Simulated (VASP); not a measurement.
Write the native input for VASP 6.6.1 that does the following.

```
Task                   : relaxation of cell and atoms
Functional             : PBE
Dispersion             : D3(BJ)
Potentials or basis    : VASP PAW PBE potentials, release 64 (Sn_d, O)
Cutoff                 : 600 eV
k mesh                 : 12 × 12 × 10
Occupations            : fermi-dirac, width 0.15 eV
Spin                   : no spin polarisation
Dipole correction      : no
Further INCAR settings : ALGO = Normal; EDIFF = 1e-07; IBRION = 2; EDIFFG = -0.001; NSW = 80; ISIF = 3
```

The structure of SnO lies in POSCAR:

```
SnO
1.0
    3.8365550861      0.0000000000      0.0000000000
    0.0000000000      3.8365550861      0.0000000000
    0.0000000000      0.0000000000      4.7594503550
Sn O
2 2
Direct
    0.5000000000      0.0000000000      0.2434679932
    0.0000000000      0.5000000000      0.7565320068
    0.0000000000      0.0000000000      0.0000000000
    0.5000000000      0.5000000000      0.0000000000
```

One way to write it, as run:

INCAR

```
SYSTEM = SnO
PREC = Accurate ; ENCUT = 600
EDIFF = 1E-7 ; ISMEAR = -1
SIGMA = 0.15 ; LREAL = .FALSE.
LASPH = .TRUE. ; NELM = 60
ALGO = Normal ; ISIF = 3
LWAVE = .FALSE. ; LCHARG = .FALSE.
GGA = PE ; IVDW = 12
IBRION = 2 ; NSW = 80
EDIFFG = -0.001
```

KPOINTS

```
regular mesh
0
G
  12 12 10
  0 0 0
```

Potentials or basis: VASP PAW PBE potentials, release 64 (Sn_d, O).

Launch:

```bash
$ cat potpaw_PBE.64/Sn_d/POTCAR potpaw_PBE.64/O/POTCAR > POTCAR
$ mpirun -np 1 vasp_std > vasp.out
```

Results of the run:

```
Relaxed volume                        : 17.36 Å³/atom
Relaxed cell                          : a = 3.832 Å, b = 3.832 Å, c = 4.728 Å, α = 90.00°, β = 90.00°, γ = 90.00°
Space group after relaxing (to 0.1 Å) : P4/nmm (No. 129)
Energy gained by relaxing             : 0.3 meV/atom
Ionic steps                           : 8
Pressure after relaxing               : 0.0 GPa
Band gap on the k mesh                : zero (bands 20 and 21 overlap by 0.09 eV)
Dispersion energy per atom            : -0.237 eV
```

Caveat: semilocal functionals underestimate gaps, and a narrow one can read as zero; spin-orbit coupling is left out, which moves the levels of the heavy elements.

Wall time 26 min on 1 thread of AMD EPYC 7R43 64-Core Processor (Zen 3), on a shared host, peak memory 0.41 GiB.
